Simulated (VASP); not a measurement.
Wanted: the native input for a VASP 6.6.1 run.

```
Task                   : single point
Functional             : PBEsol
Potentials or basis    : VASP PAW PBE potentials, release 64 (Sc_sv)
Cutoff                 : 520 eV
k mesh                 : 10 × 10 × 13
Occupations            : fermi-dirac, width 0.1 eV
Spin                   : no spin polarisation
Dipole correction      : no
Further INCAR settings : ALGO = Normal; EDIFF = 1e-07; NBANDS = 24
```

The structure of Sc lies in POSCAR:

```
Sc
1.0
    5.0630214591      0.0000000000      0.0000000000
   -2.5315107296      4.3847052035      0.0000000000
    0.0000000000      0.0000000000      3.1801232713
Sc
3
Direct
    1.0000000000      1.0000000000      0.0000000000
    0.3333333333      0.6666666667      0.5000000000
    0.6666666667      0.3333333333      0.5000000000
```

This isn't the form of Sc at room conditions, which is hcp.

These files were run (other wordings do the same):

INCAR

```
SYSTEM = Sc
PREC     = Accurate       ! precision mode
ENCUT    = 520            ! plane-wave cutoff, eV
EDIFF    = 1E-7           ! SCF threshold, eV
ISMEAR   = -1             ! smearing method
SIGMA    = 0.1            ! smearing width, eV
LREAL    = .False.        ! projectors in reciprocal space
LASPH    = .True.         ! aspherical terms in the spheres
NELM     = 60             ! most SCF steps
ALGO     = Normal         ! electronic algorithm
ISIF     = 2              ! what is computed and relaxed
LWAVE    = .False.        ! write WAVECAR
LCHARG   = .False.        ! write CHGCAR
GGA      = PS             ! functional
NBANDS   = 24             ! bands
```

KPOINTS

```
Automatic mesh
0
Gamma
  10 10 13
  0 0 0
```

Potentials or basis: VASP PAW PBE potentials, release 64 (Sc_sv).

Run with:

```sh
$ cat potpaw_PBE.64/Sc_sv/POTCAR > POTCAR
$ mpirun -np 1 vasp_std > vasp.out
```

Results of the run:

* Pressure: 0.0 GPa
* Band gap on the k mesh: zero (an odd number of electrons rules out a gap without spin polarisation)

Caveat: the PAW data sets were made with another functional, which shifts forces and pressure a little.

It took 100 s on 1 thread of AMD EPYC 9R45 96-Core Processor (Zen 5) (shared host), peak memory 0.24 GiB.
